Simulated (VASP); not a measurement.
# CoSi (P2_13) in VASP: a series of runs, part 2 of 2

VASP 6.6.1. The steps go on from the part before.

## 4. Single point, PBEsol, collinear spin, ferromagnetic start

This run uses another cell than the first one, of 10.93 Å³/atom, 0.987 times its volume.

INCAR reads:

```
ALGO = Normal
EDIFF = 1E-6
ENCUT = 520
GGA = PS
ISIF = 2
ISMEAR = -1
ISPIN = 2
LASPH = True
LCHARG = False
LMAXMIX = 4
LORBIT = 11
LREAL = False
LWAVE = False
MAGMOM = 0.5 0.5 0.5 0.5 0 0 0 0
NBANDS = 40
NELM = 150
NUPDOWN = 2.0
PREC = Accurate
SIGMA = 0.05
```

KPOINTS reads:

```
k-points
0
Gamma
  5 5 5
```

POSCAR reads:

```
CoSi
1.0
    4.4380000000      0.0000000000      0.0000000000
    0.0000000000      4.4380000000      0.0000000000
    0.0000000000      0.0000000000      4.4380000000
Co Si
4 4
Direct
    0.8600000000      0.6400000000      0.3600000000
    0.6400000000      0.3600000000      0.8600000000
    0.3600000000      0.8600000000      0.6400000000
    0.1400000000      0.1400000000      0.1400000000
    0.1570000000      0.3430000000      0.6570000000
    0.3430000000      0.6570000000      0.1570000000
    0.6570000000      0.1570000000      0.3430000000
    0.8430000000      0.8430000000      0.8430000000
```

Potentials or basis: VASP PAW PBE potentials, release 64 (Co, Si).

Run with:

```
$ cat potpaw_PBE.64/Co/POTCAR potpaw_PBE.64/Si/POTCAR > POTCAR
$ mpirun -np 1 vasp_std > vasp.out
```

OUTCAR:

```text
EDIFF = 1E-6
   ENCUT = 520
   GGA = PS
   ISIF = 2
   ISMEAR = -1
   ISPIN = 2
   LASPH = True
   LORBIT = 11
   LREAL = False
   NELM = 150
   NUPDOWN = 2.0
   PREC = Accurate

 ion  position               nearest neighbor table
   1  0.860  0.640  0.360-   5 2.28   6 2.33   7 2.33   8 2.33   7 2.47   8 2.47   6 2.47   2 2.72
                             2 2.72   4 2.72   4 2.72   3 2.72   3 2.72
   2  0.640  0.360  0.860-   6 2.28   5 2.33   7 2.33   8 2.33   5 2.47   7 2.47   8 2.47   1 2.72
                             1 2.72   3 2.72   3 2.72   4 2.72   4 2.72
   3  0.360  0.860  0.640-   7 2.28   6 2.33   5 2.33   8 2.33   6 2.47   5 2.47   8 2.47   4 2.72
                             2 2.72   2 2.72   4 2.72   1 2.72   1 2.72
   4  0.140  0.140  0.140-   8 2.28   6 2.33   7 2.33   5 2.33   6 2.47   5 2.47   7 2.47   1 2.72
                             3 2.72   3 2.72   1 2.72   2 2.72   2 2.72
   5  0.157  0.343  0.657-   1 2.28   2 2.33   3 2.33   4 2.33   3 2.47   4 2.47   2 2.47   8 2.75
                             6 2.75   6 2.75   8 2.75   7 2.75   7 2.75
   6  0.343  0.657  0.157-   2 2.28   1 2.33   3 2.33   4 2.33   1 2.47   3 2.47   4 2.47   8 2.75
                             5 2.75   5 2.75   7 2.75   7 2.75   8 2.75
   7  0.657  0.157  0.343-   3 2.28   2 2.33   1 2.33   4 2.33   2 2.47   1 2.47   4 2.47   8 2.75
[... 1130 lines left out ...]
  volume of cell :       87.41
      direct lattice vectors                 reciprocal lattice vectors
     4.438000000  0.000000000  0.000000000     0.225326724  0.000000000  0.000000000
     0.000000000  4.438000000  0.000000000     0.000000000  0.225326724  0.000000000
     0.000000000  0.000000000  4.438000000     0.000000000  0.000000000  0.225326724

 POSITION                                       TOTAL-FORCE (eV/Angst)
 -----------------------------------------------------------------------------------
      3.81668      2.84032      1.59768        -0.084374      0.084374     -0.084374
      2.84032      1.59768      3.81668         0.084374     -0.084374     -0.084374
      1.59768      3.81668      2.84032        -0.084374     -0.084374      0.084374
      0.62132      0.62132      0.62132         0.084374      0.084374      0.084374
      0.69677      1.52223      2.91577         0.016819     -0.016819      0.016819
      1.52223      2.91577      0.69677        -0.016819      0.016819      0.016819
      2.91577      0.69677      1.52223         0.016819      0.016819     -0.016819
      3.74123      3.74123      3.74123        -0.016819     -0.016819     -0.016819
 -----------------------------------------------------------------------------------
    total drift:                               -0.000000      0.000000      0.000000

  FREE ENERGIE OF THE ION-ELECTRON SYSTEM (eV)
  ---------------------------------------------------
  free  energy   TOTEN  =       -59.2945255029 eV

  energy  without entropy=      -59.2417950278  energy(sigma->0) =      -59.26816027

 total charge

# of ion       s       p       d       tot
------------------------------------------
    1        0.437   0.624   7.553   8.613
    2        0.437   0.624   7.553   8.613
    3        0.437   0.624   7.553   8.613
    4        0.437   0.624   7.553   8.613
    5        0.729   0.882   0.000   1.612
    6        0.729   0.882   0.000   1.612
    7        0.729   0.882   0.000   1.612
    8        0.729   0.882   0.000   1.612
--------------------------------------------------
tot          4.665   6.024  30.210  40.899

 magnetization (x)

# of ion       s       p       d       tot
------------------------------------------
    1        0.002   0.006   0.485   0.494
    2        0.002   0.006   0.485   0.494
    3        0.002   0.006   0.485   0.494
    4        0.002   0.006   0.485   0.494
    5        0.001   0.003   0.000   0.004
    6        0.001   0.003   0.000   0.004
    7        0.001   0.003   0.000   0.004
    8        0.001   0.003   0.000   0.004
--------------------------------------------------
tot          0.014   0.038   1.942   1.993
```

Wall time 90 s (1 thread of Intel Xeon Platinum 8488C (Sapphire Rapids), shared host); peak memory 0.26 GiB.

What came out:

- Free energy: -59.2945 eV
- Pressure: -4.9 GPa
- Largest force: 0.146 eV/Å
- Net moment: 2.00 μB per cell
- Site moments: Co +0.49; Si +0.00 μB
- Valence electrons inside the program's atomic spheres: Co 8.61; Si 1.61

Forces in eV/Å, atoms in the order of the input:
```
Co  -0.084  0.084 -0.084
Co   0.084 -0.084 -0.084
Co  -0.084 -0.084  0.084
Co   0.084  0.084  0.084
Si   0.017 -0.017  0.017
Si  -0.017  0.017  0.017
Si   0.017  0.017 -0.017
Si  -0.017 -0.017 -0.017
```

Caveat: the PAW data sets were made with another functional, which shifts forces and pressure a little; the total moment is fixed, so each spin has its own Fermi level.

## 5. Single point, PBEsol, collinear spin, ferromagnetic start

This run uses another cell than the first one, of 10.93 Å³/atom, 0.987 times its volume.

INCAR reads:

```
SYSTEM = CoSi
  ALGO = Normal
  EDIFF = 1E-6
  ENCUT = 520
  GGA = PS
  ISIF = 2
  ISMEAR = -1
  ISPIN = 2
  LASPH = .True.
  LCHARG = .False.
  LMAXMIX = 4
  LORBIT = 11
  LREAL = .False.
  LWAVE = .False.
  MAGMOM = 1 1 1 1 0 0 0 0
  NBANDS = 40
  NELM = 150
  NUPDOWN = 4.0
  PREC = Accurate
  SIGMA = 0.05
```

KPOINTS reads:

```
k-points
0
Gamma
  5 5 5
  0 0 0
```

POSCAR is that of step 4.

Potentials or basis: VASP PAW PBE potentials, release 64 (Co, Si).

Run with:

```
$ cat potpaw_PBE.64/Co/POTCAR potpaw_PBE.64/Si/POTCAR > POTCAR
$ mpirun -np 1 vasp_std > vasp.out
```

OUTCAR:

```text
SYSTEM = CoSi
   EDIFF = 1E-6
   ENCUT = 520
   GGA = PS
   ISIF = 2
   ISMEAR = -1
   ISPIN = 2
   LASPH = .True.
   LORBIT = 11
   LREAL = .False.
   NELM = 150
   NUPDOWN = 4.0
   PREC = Accurate

 ion  position               nearest neighbor table
   1  0.860  0.640  0.360-   5 2.28   6 2.33   7 2.33   8 2.33   7 2.47   8 2.47   6 2.47   2 2.72
                             2 2.72   4 2.72   4 2.72   3 2.72   3 2.72
   2  0.640  0.360  0.860-   6 2.28   5 2.33   7 2.33   8 2.33   5 2.47   7 2.47   8 2.47   1 2.72
                             1 2.72   3 2.72   3 2.72   4 2.72   4 2.72
   3  0.360  0.860  0.640-   7 2.28   6 2.33   5 2.33   8 2.33   6 2.47   5 2.47   8 2.47   4 2.72
                             2 2.72   2 2.72   4 2.72   1 2.72   1 2.72
   4  0.140  0.140  0.140-   8 2.28   6 2.33   7 2.33   5 2.33   6 2.47   5 2.47   7 2.47   1 2.72
                             3 2.72   3 2.72   1 2.72   2 2.72   2 2.72
   5  0.157  0.343  0.657-   1 2.28   2 2.33   3 2.33   4 2.33   3 2.47   4 2.47   2 2.47   8 2.75
                             6 2.75   6 2.75   8 2.75   7 2.75   7 2.75
   6  0.343  0.657  0.157-   2 2.28   1 2.33   3 2.33   4 2.33   1 2.47   3 2.47   4 2.47   8 2.75
                             5 2.75   5 2.75   7 2.75   7 2.75   8 2.75
   7  0.657  0.157  0.343-   3 2.28   2 2.33   1 2.33   4 2.33   2 2.47   1 2.47   4 2.47   8 2.75
                             8 2.75   5 2.75   6 2.75   6 2.75   5 2.75
[... 1132 lines left out ...]
     0.000000000  4.438000000  0.000000000     0.000000000  0.225326724  0.000000000
     0.000000000  0.000000000  4.438000000     0.000000000  0.000000000  0.225326724

 POSITION                                       TOTAL-FORCE (eV/Angst)
 -----------------------------------------------------------------------------------
      3.81668      2.84032      1.59768        -0.013991      0.013991     -0.013991
      2.84032      1.59768      3.81668         0.013991     -0.013991     -0.013991
      1.59768      3.81668      2.84032        -0.013991     -0.013991      0.013991
      0.62132      0.62132      0.62132         0.013991      0.013991      0.013991
      0.69677      1.52223      2.91577        -0.002874      0.002874     -0.002874
      1.52223      2.91577      0.69677         0.002874     -0.002874     -0.002874
      2.91577      0.69677      1.52223        -0.002874     -0.002874      0.002874
      3.74123      3.74123      3.74123         0.002874      0.002874      0.002874
 -----------------------------------------------------------------------------------
    total drift:                               -0.000000      0.000000      0.000000

  FREE ENERGIE OF THE ION-ELECTRON SYSTEM (eV)
  ---------------------------------------------------
  free  energy   TOTEN  =       -58.3494056410 eV

  energy  without entropy=      -58.3331871304  energy(sigma->0) =      -58.34129639

 total charge

# of ion       s       p       d       tot
------------------------------------------
    1        0.443   0.635   7.514   8.592
    2        0.443   0.635   7.514   8.592
    3        0.443   0.635   7.514   8.592
    4        0.443   0.635   7.514   8.592
    5        0.737   0.887   0.000   1.624
    6        0.737   0.887   0.000   1.624
    7        0.737   0.887   0.000   1.624
    8        0.737   0.887   0.000   1.624
--------------------------------------------------
tot          4.719   6.087  30.057  40.864

 magnetization (x)

# of ion       s       p       d       tot
------------------------------------------
    1        0.007   0.015   0.931   0.953
    2        0.007   0.015   0.931   0.953
    3        0.007   0.015   0.931   0.953
    4        0.007   0.015   0.931   0.953
    5        0.012   0.015   0.000   0.027
    6        0.012   0.015   0.000   0.027
    7        0.012   0.015   0.000   0.027
    8        0.012   0.015   0.000   0.027
--------------------------------------------------
tot          0.075   0.121   3.724   3.921
```

OSZICAR:

```text
N       E                     dE             d eps       ncg     rms          rms(c)
DAV:   1     0.345932250561E+03    0.34593E+03   -0.21497E+04  1760   0.149E+03
DAV:   2    -0.361333074340E+02   -0.38207E+03   -0.35889E+03  1760   0.335E+02
DAV:   3    -0.643682985459E+02   -0.28235E+02   -0.26394E+02  2048   0.108E+02
DAV:   4    -0.652566327937E+02   -0.88833E+00   -0.88396E+00  2152   0.180E+01
DAV:   5    -0.652898556549E+02   -0.33223E-01   -0.33215E-01  2264   0.321E+00    0.302E+01
DAV:   6    -0.709594334200E+02   -0.56696E+01   -0.90704E+01  2144   0.132E+02    0.310E+01
DAV:   7    -0.583129996300E+02    0.12646E+02   -0.38190E+01  2032   0.936E+01    0.829E+00
DAV:   8    -0.584922219402E+02   -0.17922E+00   -0.32143E+00  1984   0.867E+00    0.415E+00
DAV:   9    -0.583588407603E+02    0.13338E+00   -0.23063E-01  2352   0.605E+00    0.110E+00
DAV:  10    -0.583522828554E+02    0.65579E-02   -0.23641E-02  2608   0.106E+00    0.508E-01
DAV:  11    -0.583495826799E+02    0.27002E-02   -0.11821E-03  2088   0.284E-01    0.229E-01
DAV:  12    -0.583494025969E+02    0.18008E-03   -0.41220E-04  2608   0.255E-01    0.859E-02
DAV:  13    -0.583494168527E+02   -0.14256E-04   -0.80369E-05  2480   0.667E-02    0.429E-02
DAV:  14    -0.583494077832E+02    0.90695E-05   -0.96231E-06  2424   0.330E-02    0.177E-02
DAV:  15    -0.583494055747E+02    0.22085E-05   -0.45781E-06  2296   0.225E-02    0.726E-03
DAV:  16    -0.583494056410E+02   -0.66252E-07   -0.85335E-07  1104   0.702E-03
   1 F= -.58349406E+02 E0= -.58341296E+02  d E =-.162185E-01  mag=     4.0000
```

Run time: 74 s. Hardware: 1 thread of Intel Xeon Platinum 8488C (Sapphire Rapids), shared host; peak memory 0.26 GiB.

Results:

* Free energy: -58.3494 eV
* Pressure: 0.1 GPa
* Largest force: 0.024 eV/Å
* Net moment: 4.00 μB per cell
* Site moments: Co +0.95; Si +0.03 μB
* Valence electrons inside the program's atomic spheres: Co 8.59; Si 1.62

Forces in eV/Å, atoms in the order of the input:
```
Co  -0.014  0.014 -0.014
Co   0.014 -0.014 -0.014
Co  -0.014 -0.014  0.014
Co   0.014  0.014  0.014
Si  -0.003  0.003 -0.003
Si   0.003 -0.003 -0.003
Si  -0.003 -0.003  0.003
Si   0.003  0.003  0.003
```

Caveat: the PAW data sets were made with another functional, which shifts forces and pressure a little; the total moment is fixed, so each spin has its own Fermi level.

## 6. Single point, PBEsol, collinear spin, ferromagnetic start

This run uses another cell than the first one, of 10.93 Å³/atom, 0.987 times its volume.

INCAR reads:

```
ALGO     = Normal         # electronic algorithm
EDIFF    = 1E-6           # SCF threshold, eV
ENCUT    = 520            # plane-wave cutoff, eV
GGA      = PS             # functional
ISIF     = 2              # what is computed and relaxed
ISMEAR   = -1             # smearing method
ISPIN    = 2              # spin polarisation
LASPH    = True           # aspherical terms in the spheres
LCHARG   = False          # write CHGCAR
LMAXMIX  = 4              # l up to which the mixer works
LORBIT   = 11             # projections on sites
LREAL    = False          # projectors in reciprocal space
LWAVE    = False          # write WAVECAR
MAGMOM   = 1.5 1.5 1.5 1.5 0 0 0 0 # initial moments
NBANDS   = 40             # bands
NELM     = 150            # most SCF steps
NUPDOWN  = 6.0            # fixed moment
PREC     = Accurate       # precision mode
SIGMA    = 0.05           # smearing width, eV
```

KPOINTS reads:

```
k-points
0
Gamma
  5 5 5
```

POSCAR is that of step 5.

Potentials or basis: VASP PAW PBE potentials, release 64 (Co, Si).

Run with:

```
$ cat potpaw_PBE.64/Co/POTCAR potpaw_PBE.64/Si/POTCAR > POTCAR
$ mpirun -np 1 vasp_std > vasp.out
```

OUTCAR:

```text
EDIFF = 1E-6
   ENCUT = 520
   GGA = PS
   ISIF = 2
   ISMEAR = -1
   ISPIN = 2
   LASPH = True
   LORBIT = 11
   LREAL = False
   NELM = 150
   NUPDOWN = 6.0
   PREC = Accurate

 ion  position               nearest neighbor table
   1  0.860  0.640  0.360-   5 2.28   6 2.33   7 2.33   8 2.33   7 2.47   8 2.47   6 2.47   2 2.72
                             2 2.72   4 2.72   4 2.72   3 2.72   3 2.72
   2  0.640  0.360  0.860-   6 2.28   5 2.33   7 2.33   8 2.33   5 2.47   7 2.47   8 2.47   1 2.72
                             1 2.72   3 2.72   3 2.72   4 2.72   4 2.72
   3  0.360  0.860  0.640-   7 2.28   6 2.33   5 2.33   8 2.33   6 2.47   5 2.47   8 2.47   4 2.72
[... 1149 lines left out ...]
      0.62132      0.62132      0.62132         0.049029      0.049029      0.049029
      0.69677      1.52223      2.91577        -0.140154      0.140154     -0.140154
      1.52223      2.91577      0.69677         0.140154     -0.140154     -0.140154
      2.91577      0.69677      1.52223        -0.140154     -0.140154      0.140154
      3.74123      3.74123      3.74123         0.140154      0.140154      0.140154
 -----------------------------------------------------------------------------------
    total drift:                               -0.000000      0.000000      0.000000

  FREE ENERGIE OF THE ION-ELECTRON SYSTEM (eV)
  ---------------------------------------------------
  free  energy   TOTEN  =       -56.4987314042 eV

  energy  without entropy=      -56.4486776754  energy(sigma->0) =      -56.47370454

 total charge

# of ion       s       p       d       tot
------------------------------------------
    1        0.452   0.641   7.472   8.564
    2        0.452   0.641   7.472   8.564
    3        0.452   0.641   7.472   8.564
    4        0.452   0.641   7.472   8.564
    5        0.753   0.893   0.000   1.646
    6        0.753   0.893   0.000   1.646
    7        0.753   0.893   0.000   1.646
    8        0.753   0.893   0.000   1.646
--------------------------------------------------
tot          4.819   6.135  29.887  40.841

 magnetization (x)

# of ion       s       p       d       tot
------------------------------------------
    1        0.014   0.033   1.309   1.355
    2        0.014   0.033   1.309   1.355
    3        0.014   0.033   1.309   1.355
    4        0.014   0.033   1.309   1.355
    5        0.036   0.038   0.000   0.074
    6        0.036   0.038   0.000   0.074
    7        0.036   0.038   0.000   0.074
    8        0.036   0.038   0.000   0.074
--------------------------------------------------
tot          0.199   0.283   5.235   5.717
```

OSZICAR:

```text
N       E                     dE             d eps       ncg     rms          rms(c)
DAV:   1     0.347682976299E+03    0.34768E+03   -0.21310E+04  1760   0.147E+03
DAV:   2    -0.346794025466E+02   -0.38236E+03   -0.36023E+03  1760   0.336E+02
DAV:   3    -0.630336318555E+02   -0.28354E+02   -0.26637E+02  2040   0.108E+02
DAV:   4    -0.639337226867E+02   -0.90009E+00   -0.89520E+00  2160   0.181E+01
DAV:   5    -0.639671047651E+02   -0.33382E-01   -0.33373E-01  2264   0.319E+00    0.315E+01
DAV:   6    -0.686699755125E+02   -0.47029E+01   -0.97279E+01  2160   0.137E+02    0.333E+01
DAV:   7    -0.564110286914E+02    0.12259E+02   -0.40166E+01  2048   0.938E+01    0.961E+00
DAV:   8    -0.566649391632E+02   -0.25391E+00   -0.32967E+00  2128   0.885E+00    0.477E+00
DAV:   9    -0.565082997408E+02    0.15664E+00   -0.26934E-01  2264   0.687E+00    0.107E+00
DAV:  10    -0.565011857534E+02    0.71140E-02   -0.30929E-02  2512   0.123E+00    0.481E-01
DAV:  11    -0.564991047678E+02    0.20810E-02   -0.18830E-03  2000   0.337E-01    0.284E-01
DAV:  12    -0.564987266023E+02    0.37817E-03   -0.49398E-04  2616   0.291E-01    0.101E-01
DAV:  13    -0.564987436122E+02   -0.17010E-04   -0.14234E-04  2768   0.106E-01    0.452E-02
DAV:  14    -0.564987336056E+02    0.10007E-04   -0.17178E-05  2608   0.438E-02    0.183E-02
DAV:  15    -0.564987316461E+02    0.19595E-05   -0.45765E-06  2184   0.167E-02    0.609E-03
DAV:  16    -0.564987314042E+02    0.24185E-06   -0.85752E-07  1104   0.768E-03
   1 F= -.56498731E+02 E0= -.56473705E+02  d E =-.500537E-01  mag=     6.0000
```

It took 85 s on 1 thread of Intel Xeon Platinum 8488C (Sapphire Rapids), shared host; peak memory 0.26 GiB.

Results:

```
Free energy                                           : -56.4987 eV
Pressure                                              : 8.3 GPa
Largest force                                         : 0.243 eV/Å
Net moment                                            : 6.00 μB per cell
Site moments                                          : Co +1.35; Si +0.07 μB
Valence electrons inside the program's atomic spheres : Co 8.56; Si 1.65
```

Forces on the atoms (eV/Å):
```
Co  -0.049  0.049 -0.049
Co   0.049 -0.049 -0.049
Co  -0.049 -0.049  0.049
Co   0.049  0.049  0.049
Si  -0.140  0.140 -0.140
Si   0.140 -0.140 -0.140
Si  -0.140 -0.140  0.140
Si   0.140  0.140  0.140
```

Caveat: the PAW data sets were made with another functional, which shifts forces and pressure a little; the total moment is fixed, so each spin has its own Fermi level.

## 7. Overview

| spin | fixed moment (μB) | pressure (GPa) | moment (μB) | largest force (eV/Å) |
| --- | --- | --- | --- | --- |
| collinear, zero start | 0.0 | -7.0 | 0.00 | 0.24 |
| collinear, ferromagnetic start | 2.0 | -4.9 | 2.00 | 0.15 |
| collinear, ferromagnetic start | 4.0 | 0.1 | 4.00 | 0.02 |
| collinear, ferromagnetic start | 6.0 | 8.3 | 6.00 | 0.24 |

Alike in all rows: task single point; level PBEsol; potentials or basis VASP PAW PBE potentials, release 64 (Co, Si); cell as given; k mesh 5 × 5 × 5; cutoff (eV) 520; smearing fermi-dirac 0.05 eV.

Caveats: the PAW data sets were made with another functional, which shifts forces and pressure a little; the total moment is fixed, so each spin has its own Fermi level.

Total energies depend on the potentials used, so only differences within one code and one set of settings carry meaning.
